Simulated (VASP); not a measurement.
# Tc (Fm-3m) in VASP: notebook

The runs below take Tc through single point, with LDA.

Program: VASP 6.6.1. These are calculated values, not measurements. Logs are shortened: lines on timing, memory, paths and dates and some standing lists are left out, and cuts for length are marked.

### Step 1. The cell of the first run

Symmetry: Fm-3m, No. 225, cubic system. Conventional cell: a = 3.680 Å, b = 3.680 Å, c = 3.680 Å, α = 90.00°, β = 90.00°, γ = 90.00°. Within 3.4 Å of Tc (site symmetry m-3m) lie 12 Tc at 2.60 Å.

### Step 2. Single point, LDA

INCAR

```
  PREC = Accurate
  ENCUT = 520
  EDIFF = 1E-7
  ISMEAR = 1
  SIGMA = 0.05
  LREAL = F
  LASPH = T
  NELM = 60
  ALGO = Normal
  ISIF = 2
  LWAVE = F
  LCHARG = F
  GGA = CA
  NBANDS = 12
```

KPOINTS

```
Automatic mesh
0
Gamma
  10 10 10
```

POSCAR

```
Tc
1.0
    2.6019733193      0.0000000000      0.0000000000
    1.3009866596      2.2533749945      0.0000000000
    1.3009866596      0.7511249982      2.1245023189
Tc
1
Direct
    0.0000000000      0.0000000000      0.0000000000
```

Potentials or basis: VASP PAW LDA potentials, release 64 (Tc_pv).

Command:

```bash
> cat potpaw_LDA.64/Tc_pv/POTCAR > POTCAR
> mpirun -np 1 vasp_std > vasp.out
```

OUTCAR:

```text
PREC = Accurate
   ENCUT = 520
   EDIFF = 1E-7
   ISMEAR = 1
   LREAL = F
   LASPH = T
   NELM = 60
   ISIF = 2
   GGA = CA

 ion  position               nearest neighbor table
   1  0.000  0.000  0.000-

  LATTYP: Found a face centered cubic cell.
 ALAT       =     3.6797459571

  Lattice vectors:

 A1 = (   2.6019733193,   0.0000000000,   0.0000000000)
 A2 = (   1.3009866596,   2.2533749945,   0.0000000000)
 A3 = (   1.3009866596,   0.7511249982,   2.1245023189)

Analysis of symmetry for initial positions (statically):
=====================================================================
 Subroutine PRICEL returns:
 Original cell was already a primitive cell.

 Routine SETGRP: Setting up the symmetry group for a
 face centered cubic supercell.

 Subroutine GETGRP returns: Found 48 space group operations
 (whereof 48 operations were pure point group operations)
 out of a pool of 48 trial point group operations.

The static configuration has the point symmetry O_h .

Analysis of symmetry for dynamics (positions and initial velocities):
=====================================================================
 Subroutine PRICEL returns:
 Original cell was already a primitive cell.

 Routine SETGRP: Setting up the symmetry group for a
 face centered cubic supercell.

 Subroutine GETGRP returns: Found 48 space group operations
 (whereof 48 operations were pure point group operations)
 out of a pool of 48 trial point group operations.

The dynamic configuration has the point symmetry O_h .

 Subroutine INISYM returns: Found 48 space group operations
 (whereof 48 operations are pure point group operations),
 and found     1 'primitive' translations

----------------------------------------------------------------------------------------

                                     Primitive cell

  volume of cell :      12.4564

  direct lattice vectors                    reciprocal lattice vectors
     2.601973319  0.000000000  0.000000000     0.384323695 -0.221889389 -0.156899491
     1.300986660  2.253374995  0.000000000     0.000000000  0.443778777 -0.156899491
     1.300986660  0.751124998  2.124502319     0.000000000  0.000000000  0.470698474

  length of vectors
     2.601973319  2.601973319  2.601973319     0.470698474  0.470698474  0.470698474

  position of ions in fractional coordinates (direct lattice)
     0.000000000  0.000000000  0.000000000

  ion indices of the primitive-cell ions
   primitive index   ion index
                 1           1

----------------------------------------------------------------------------------------

 KPOINTS: Automatic mesh

Automatic generation of k-mesh.
 Grid dimensions read from file:
 generate k-points for:   10   10   10

 Generating k-lattice:

  Cartesian coordinates                     Fractional coordinates (reciprocal lattice)
     0.038432369 -0.022188939 -0.015689949     0.100000000  0.000000000  0.000000000
     0.000000000  0.044377878 -0.015689949     0.000000000  0.100000000  0.000000000
     0.000000000  0.000000000  0.047069847     0.000000000  0.000000000  0.100000000

  Length of vectors
     0.047069847  0.047069847  0.047069847

  Shift w.r.t. Gamma in fractional coordinates (k-lattice)
     0.000000000  0.000000000  0.000000000

 Subroutine IBZKPT returns following result:
 ===========================================

 Found     47 irreducible k-points:

 Following reciprocal coordinates:
            Coordinates               Weight
  0.000000  0.000000  0.000000      1.000000
  0.100000  0.000000  0.000000      8.000000
  0.200000  0.000000  0.000000      8.000000
  0.300000 -0.000000 -0.000000      8.000000
  0.400000 -0.000000 -0.000000      8.000000
  0.500000  0.000000 -0.000000      4.000000
[... 16 lines left out ...]
  0.300000  0.300000 -0.000000      6.000000
  0.400000  0.300000 -0.000000     24.000000
 [... further k-points ...]
   k-points           NKPTS =     47   k-points in BZ     NKDIM =     47   number of bands    NBANDS=     12
   number of dos      NEDOS =    301   number of ions     NIONS =      1
   total plane-waves  NPLWV =   8000
   dimension x,y,z NGX =    20 NGY =   20 NGZ =   20
   dimension x,y,z NGXF=    40 NGYF=   40 NGZF=   40
   ions per type =               1
   NGX,Y,Z   is equivalent  to a cutoff of  12.78, 12.78, 12.78 a.u.
   NGXF,Y,Z  is equivalent  to a cutoff of  25.56, 25.56, 25.56 a.u.
 SYSTEM =  unknown system
   PREC   = accura    normal or accurate (medium, high low for compatibility)
   ISTART =      0    job   : 0-new  1-cont  2-samecut
   ICHARG =      2    charge: 1-file 2-atom 10-const
   ISPIN  =      1    spin polarized calculation?
   LNONCOLLINEAR =      F non collinear calculations
   LSORBIT =      F    spin-orbit coupling
   LASPH  =      T    aspherical Exc in radial PAW
   ENCUT  =  520.0 eV  38.22 Ry    6.18 a.u.   4.84  4.84  4.84*2*pi/ulx,y,z
   NELM   =     60;   NELMIN=  2; NELMDL= -5     # of ELM steps
   EDIFF  = 0.1E-06   stopping-criterion for ELM
   LREAL  =      F    real-space projection
   EDIFFG = 0.1E-05   stopping-criterion for IOM
   NSW    =      0    number of steps for IOM
   IBRION =     -1    ionic relax: 0-MD 1-quasi-New 2-CG
   NFREE  =      0    steps in history (QN), initial steepest desc. (CG)
   ISIF   =      2    stress and relaxation
   ISYM   =      2    0-nonsym 1-usesym 2-fastsym
   POTIM  = 0.5000    time-step for ionic-motion
   TEBEG  =    0.0;   TEEND  =   0.0 temperature during run
   PSTRESS=    0.0 pullay stress
   NELECT =      13.0000    total number of electrons
   NUPDOWN=      -1.0000    fix difference up-down
   EMIN   =  10.00;   EMAX   =-10.00  energy-range for DOS
   EFERMI =   0.00;   METHOD = LEGACY
   ISMEAR =     1;   SIGMA  =   0.05  broadening in eV -4-tet -1-fermi 0-gaus
   EFERMI_NEDOS =   21; number of points for ismear=-14 and -15
   IALGO  =     38    algorithm
   IMIX   =      4    mixing-type and parameters
     AMIX     =   0.40;   BMIX     =  1.00
     AMIX_MAG =   1.60;   BMIX_MAG =  1.00
  volume/ion in A,a.u.               =      12.46        84.06
  Fermi-wavevector in a.u.,A,eV,Ry     =   1.660574  3.138029 37.518125  2.757504
  Thomas-Fermi vector in A             =   2.747786
   LORBIT       =      0    0 simple, 1 ext, 2 COOP (PROOUT), +10 PAW based schemes
   GGA     = CA    functional components
   LHFCALC =     F    Hartree Fock is set to
   AEXX    =    0.0000 exact exchange contribution
   IVDW    =     0    specifies the selected vdW correction
   LEPSILON=     F    determine dielectric tensor
   LRPA    =     F    only Hartree local field effects (RPA)
 non-spin polarized calculation
 Methfessel and Paxton  Order N= 1 SIGMA  =   0.05
  energy-cutoff  :      520.00
  volume of cell :       12.46
 maximum number of plane-waves:       344
   NGX =  9   NGY =  9   NGZ =  9

 number of electron      12.9999998 magnetization

 Free energy of the ion-electron system (eV)
  ---------------------------------------------------
  ext. energy  EPLUGINS =         0.00000000
  ---------------------------------------------------
  free energy    TOTEN  =       -11.45290103 eV

  energy without entropy =      -11.45169409  energy(sigma->0) =      -11.45249871

 E-fermi :  15.2688     XC(G=0): -14.8483

 val. band max:       15.2472345767   @ k =   0.3000   0.2000   0.1000
 cond. band min:      15.2734911083   @ k =   0.4000   0.3000  -0.0000
 fundamental gap:      0.0262565316
 Fermi energy:        15.2687948071

 k-point     1 :       0.0000    0.0000    0.0000
  band No.  band energies     occupation
      1     -22.6373      2.00000
      2     -22.6373      2.00000
      3     -22.6373      2.00000
      4       7.2080      2.00000
      5      13.0464      2.00000
      6      13.0464      2.00000
      7      13.0464      2.00000
      8      16.2926      0.00000
      9      16.2926      0.00000
     10      29.1553      0.00000
     11      35.4809      0.00000
     12      35.4809      0.00000

 k-point     2 :       0.1000    0.0000    0.0000
  band No.  band energies     occupation
      1     -22.8460      2.00000
      2     -22.6626      2.00000
      3     -22.6626      2.00000
      4       7.6968      2.00000
      5      12.7564      2.00000
      6      13.2599      2.00000
      7      13.2599      2.00000
      8      16.1295     -0.00000
      9      16.1295     -0.00000
     10      30.0745      0.00000
     11      33.8471      0.00000
     12      36.3683      0.00000

 k-point     3 :       0.2000    0.0000    0.0000
  band No.  band energies     occupation
      1     -23.3746      2.00000
      2     -22.7282      2.00000
      3     -22.7282      2.00000
      4       8.7757      2.00000
      5      12.4614      2.00000
      6      13.5681      2.00000
      7      13.5681      2.00000
      8      16.1047     -0.00000
      9      16.1047     -0.00000
     10      30.8650      0.00000
     11      32.8665      0.00000
     12      38.7986      0.00000
[... 286 lines left out ...]
 k-point    23 :       0.3000    0.3000   -0.0000
  band No.  band energies     occupation
      1     -23.9223      2.00000
      2     -23.1119      2.00000
      3     -23.1119      2.00000
      4       9.4847      2.00000
      5       9.9219      2.00000
      6      15.3708     -0.01402
      7      16.4454      0.00000
      8      16.4454      0.00000
      9      17.8170      0.00000
     10      34.4656      0.00000
     11      34.5702      0.00000
     12      34.5702      0.00000

 k-point    24 :       0.4000    0.3000   -0.0000
  band No.  band energies     occupation
      1     -24.1784      2.00000
      2     -23.2583      2.00000
      3     -23.1901      2.00000
      4       9.2201      2.00000
      5       9.7120      2.00000
      6      15.2735      0.84180
      7      16.6664      0.00000
      8      18.7003      0.00000
      9      19.1029      0.00000
     10      31.6123      0.00000
     11      33.2234      0.00000
     12      34.1712      0.00000

 [... further k-points ...]
[... 5 lines left out ...]
  --------------------------------------------------------------------------------------
  -------------------------------------------------------------------------------------
  Total        3.5127389      3.5127389      3.5127389     -0.0000000      0.0000000     -0.0000000
  in kB      451.8173771    451.8173771    451.8173772     -0.0000000      0.0000000     -0.0000000
  external PRESSURE =     451.8173771 kB  Pullay stress =       0.0000000 kB

 VOLUME and BASIS-vectors are now :
 -----------------------------------------------------------------------------
  energy-cutoff  :      520.00
  volume of cell :       12.46
      direct lattice vectors                 reciprocal lattice vectors
     2.601973319  0.000000000  0.000000000     0.384323695 -0.221889389 -0.156899491
     1.300986660  2.253374995  0.000000000     0.000000000  0.443778777 -0.156899491
     1.300986660  0.751124998  2.124502319     0.000000000  0.000000000  0.470698474

 POSITION                                       TOTAL-FORCE (eV/Angst)
 -----------------------------------------------------------------------------------
      0.00000      0.00000      0.00000        -0.000000      0.000000      0.000000
 -----------------------------------------------------------------------------------
    total drift:                                0.000000      0.000000      0.000000

  FREE ENERGIE OF THE ION-ELECTRON SYSTEM (eV)
  ---------------------------------------------------
  free  energy   TOTEN  =       -11.4529010256 eV

  energy  without entropy=      -11.4516940938  energy(sigma->0) =      -11.45249871
```

It took 2.5 s on 1 thread of Intel Xeon 6975P-C (Granite Rapids), shared host; peak memory 0.12 GiB.

Results:

- Free energy: -11.4529 eV
- Pressure: 45.2 GPa

### Step 3. Single point, LDA

This run uses another cell than the first one, of 13.86 Å³/atom, 1.112 times its volume.

INCAR

```
SYSTEM = Tc
  PREC = Accurate
  ENCUT = 520
  EDIFF = 1E-7
  ISMEAR = 1
  SIGMA = 0.05
  LREAL = .FALSE.
  LASPH = .TRUE.
  NELM = 100
  ALGO = Normal
  ISIF = 2
  LWAVE = .FALSE.
  LCHARG = .FALSE.
  GGA = CA
  NBANDS = 12
```

KPOINTS

```
Automatic mesh
0
G
  10 10 10
  0 0 0
```

POSCAR

```
Tc
1.0
    2.6959737170      0.0000000000      0.0000000000
    1.3479868585      2.3347817269      0.0000000000
    1.3479868585      0.7782605756      2.2012533222
Tc
1
Direct
    0.0000000000      0.0000000000      0.0000000000
```

Potentials or basis: VASP PAW LDA potentials, release 64 (Tc_pv).

Command:

```bash
> cat potpaw_LDA.64/Tc_pv/POTCAR > POTCAR
> mpirun -np 1 vasp_std > vasp.out
```

Wall time 2.7 s (1 thread of Intel Xeon 6975P-C (Granite Rapids), shared host); peak memory 0.12 GiB.

It converged, with:

* Free energy: -11.6368 eV
* Pressure: 0.1 GPa

Levels at points of the mesh, in eV from the Fermi level:
```tsv
k point	band 3	band 4	band 5	band 6	band 7	band 8	band 9	band 10	band 11	band 12
(0.00, 0.00, 0.00)	-38.06	-7.61	-1.86	-1.86	-1.86	0.90	0.90	14.06	19.77	19.77
(0.50, 0.00, 0.00)	-38.25	-5.74	-2.05	-2.05	1.43	3.09	3.09	11.36	13.72	20.56
(0.50, 0.50, 0.00)	-38.58	-6.21	-5.57	3.01	3.71	3.71	4.13	13.35	13.35	14.95
```
